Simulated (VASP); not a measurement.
TiCo3: single point with PBEsol

The system is TiCo3.

```
CELL_PARAMETERS angstrom
3.45292 0.00000 0.00000
0.00000 3.45292 0.00000
0.00000 0.00000 3.45292
ATOMIC_POSITIONS crystal
Ti 0.00000 0.00000 0.00000
Co 0.00000 0.50000 0.50000
Co 0.50000 0.00000 0.50000
Co 0.50000 0.50000 0.00000
```

- Program: VASP 6.6.1
- Task: single point
- Functional: PBEsol
- Potentials or basis: VASP PAW PBE potentials, release 64 (Ti_sv, Co)
- Cutoff: 520 eV
- k mesh: 12 × 12 × 12
- Occupations: gaussian, width 0.15 eV
- Spin: collinear spin, ferromagnetic start
- Starting moments: [1.0, 2.2, 2.2, 2.2] μB
- Fixed moment: 7.6 μB
- Dipole correction: no
- Further INCAR settings: ALGO = Normal; EDIFF = 1e-06; NBANDS = 32

```yaml
Pressure: 55.3 GPa
Net_moment: 7.60 μB per cell
Site_moments: Ti +0.92; Co +2.12 μB
Valence_electrons_inside_the_program's_atomic_spheres: Ti 10.77; Co 8.51
```

It took 94 s on 1 thread of Intel(R) Xeon(R) 6975P-C (Granite Rapids), on a shared host, peak memory 0.29 GiB.

Caveat: the cell stands under pressure; the PAW data sets were made with another functional, which shifts forces and pressure a little; the total moment is fixed, so each spin has its own Fermi level and the state may be an excited one.
